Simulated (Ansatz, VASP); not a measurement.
# Two plane-wave programs on InAs

Contents of INCAR:

```
PREC     = Accurate       # precision mode
ENCUT    = 520            # plane-wave cutoff, eV
EDIFF    = 1E-6           # SCF threshold, eV
ISMEAR   = 0              # smearing method
SIGMA    = 0.1            # smearing width, eV
LREAL    = F              # projectors in reciprocal space
LASPH    = T              # aspherical terms in the spheres
NELM     = 60             # most SCF steps
ALGO     = Normal         # electronic algorithm
ISIF     = 2              # what is computed and relaxed
LWAVE    = F              # write WAVECAR
LCHARG   = T              # write CHGCAR
GGA      = PS             # functional
LELF     = T              # ELF
LVHAR    = T            
NBANDS   = 16             # bands
```

Contents of KPOINTS:

```
regular mesh
0
Gamma
  12 12 12
```

File POSCAR:

```
InAs
1.0
    0.0000000000      2.9496878325      2.9496878325
    2.9496878325      0.0000000000      2.9496878325
    2.9496878325      2.9496878325      0.0000000000
In As
1 1
Direct
    0.0000000000      0.0000000000      0.0000000000
    0.2500000000      0.2500000000      0.2500000000
```

Input for Ansatz:

```yaml
crystal:
  lattice:
    - [0.0, 2.9496878325, 2.9496878325]
    - [2.9496878325, 0.0, 2.9496878325]
    - [2.9496878325, 2.9496878325, 0.0]
  atoms:
    - { symbol: In, position: [0.0, 0.0, 0.0] }
    - { symbol: As, position: [0.25, 0.25, 0.25] }
basis:
  ecutwfc: 420
kpoints:
  mp_grid: { grid: [12, 12, 12] }
hamiltonian:
  xc: pbesol
scf:
  occupations: { method: gaussian, width: 0.1 }
output:
  forces: true
  stress: true
  eigenvalues: true
```

Alike in both runs: task single point; functional PBEsol; k mesh 12 × 12 × 12; occupations gaussian, width 0.1 eV; no spin polarisation.

```csv
,VASP,Ansatz
version,VASP 6.6.1,Ansatz 0.2.0
potentials or method,"VASP PAW PBE potentials, release 64 (In_d, As), cutoff 520 eV","scalar-relativistic, plane waves, PAW"
valence electrons in the cell,18,28
```

Ansatz gave:

* gap on the k mesh at the Fermi level (eV): 0.09
* least direct gap on the mesh (eV): 0.09
* pressure (GPa): 6.5

Question: Estimate VASP's values.

Answer: gap on the k mesh at the Fermi level (eV): 0.09; least direct gap on the mesh (eV): 0.09; pressure (GPa): 6.6.

VASP's potentials were made for PBE, not for PBEsol. VASP's potentials hold 18 valence electrons a cell and Ansatz's 28, so a difference there can come from the potentials and not from the codes.
